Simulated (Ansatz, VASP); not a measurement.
## C: VASP beside Ansatz

Contents of INCAR:

```
SYSTEM = C
PREC     = Accurate       ! precision mode
ENCUT    = 520            ! plane-wave cutoff, eV
EDIFF    = 1E-7           ! SCF threshold, eV
ISMEAR   = 0              ! smearing method
SIGMA    = 0.1            ! smearing width, eV
LREAL    = .False.        ! projectors in reciprocal space
LASPH    = .True.         ! aspherical terms in the spheres
NELM     = 80             ! most SCF steps
ALGO     = Normal         ! electronic algorithm
ISIF     = 2              ! what is computed and relaxed
LWAVE    = .False.        ! write WAVECAR
LCHARG   = .False.        ! write CHGCAR
GGA      = PE             ! functional
NBANDS   = 8              ! bands
```

File KPOINTS:

```
Automatic mesh
0
Gamma
  24 24 24
  0 0 0
```

Contents of POSCAR:

```
C
1.0
   -1.3030269469      1.3030269469      1.0574771561
    1.3030269469     -1.3030269469      1.0574771561
    1.3030269469      1.3030269469     -1.0574771561
C
1
Direct
    0.0000000000      0.0000000000      0.0000000000
```

Input for Ansatz:

```yaml
crystal:
  lattice:
    - [-1.3030269469, 1.3030269469, 1.0574771561]
    - [1.3030269469, -1.3030269469, 1.0574771561]
    - [1.3030269469, 1.3030269469, -1.0574771561]
  atoms:
    - { symbol: C, position: [0.0, 0.0, 0.0] }
basis:
  ecutwfc: 420
kpoints:
  mp_grid: { grid: [24, 24, 24] }
hamiltonian:
  xc: pbe
scf:
  occupations: { method: gaussian, width: 0.1 }
output:
  forces: true
  stress: true
  eigenvalues: true
```

Alike in both runs: task single point; functional PBE; k mesh 24 × 24 × 24; occupations gaussian, width 0.1 eV; no spin polarisation.

|  | VASP | Ansatz |
| --- | --- | --- |
| version | VASP 6.6.1 | Ansatz 0.2.0 |
| potentials or method | VASP PAW PBE potentials, release 64 (C), cutoff 520 eV | scalar-relativistic, plane waves, PAW |
| valence electrons in the cell | 4 | 4 |

```tsv
	VASP	Ansatz	Ansatz less VASP
gap on the k mesh at the Fermi level (eV)	none	none	-
pressure (GPa)	-9.3	-9.4	-0.14
traceless stress, the component that is largest in VASP (GPa)	-3.39	-3.38	+0.002
```

A gap of «none» marks a metal or a gap that the smearing closes.
